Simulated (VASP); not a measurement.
Write the native input for VASP 6.6.1 that does the following.

- Task: single point
- Functional: PBE
- Potentials or basis: VASP PAW PBE potentials, release 64 (Nb_sv, C)
- Cutoff: 520 eV
- k mesh: 4 × 4 × 4
- Occupations: gaussian, width 0.1 eV
- Spin: no spin polarisation
- Dipole correction: no
- Further INCAR settings: ALGO = Normal; EDIFF = 1e-06; NBANDS = 27

The structure of Nb2C3 lies in POSCAR:

```
Nb2C3
1.0
    3.8036036658      0.0000000000      0.0000000000
    0.0000000000      3.8036036658      0.0000000000
    0.0000000000      0.0000000000      3.9856795859
Nb C
2 3
Direct
    0.0000000000      0.0000000000      0.0000000000
    0.5000000000      0.5000000000      0.0000000000
    0.0000000000      0.5000000000      0.5000000000
    0.5000000000      0.0000000000      0.5000000000
    0.0000000000      0.0000000000      0.5000000000
```

The cell was generated, and may not be a known phase.

These files were run (other wordings do the same):

INCAR

```
PREC     = Accurate       # precision mode
ENCUT    = 520            # plane-wave cutoff, eV
EDIFF    = 1E-6           # SCF threshold, eV
ISMEAR   = 0              # smearing method
SIGMA    = 0.1            # smearing width, eV
LREAL    = F              # projectors in reciprocal space
LASPH    = T              # aspherical terms in the spheres
NELM     = 60             # most SCF steps
ALGO     = Normal         # electronic algorithm
ISIF     = 2              # what is computed and relaxed
LWAVE    = F              # write WAVECAR
LCHARG   = T              # write CHGCAR
GGA      = PE             # functional
LELF     = T              # ELF
LVHAR    = T            
NBANDS   = 27             # bands
```

KPOINTS

```
Automatic mesh
0
Gamma
  4 4 4
```

Potentials or basis: VASP PAW PBE potentials, release 64 (Nb_sv, C).

Launch:

```console
$ cat potpaw_PBE.64/Nb_sv/POTCAR potpaw_PBE.64/C/POTCAR > POTCAR
$ mpirun -np 1 vasp_std > vasp.out
```

It gave:

| Property | Result |
| --- | --- |
| Pressure | -0.3 GPa |
| Band gap on the k mesh | zero (bands 19 and 20 overlap by 1.34 eV) |

Caveat: the k points lie up to 0.41 Å⁻¹ apart, too coarse for converged energies and pressures of a metal.

Wall time 53 s on 1 thread of Intel Xeon 8259CL (shared host), peak memory 0.17 GiB.
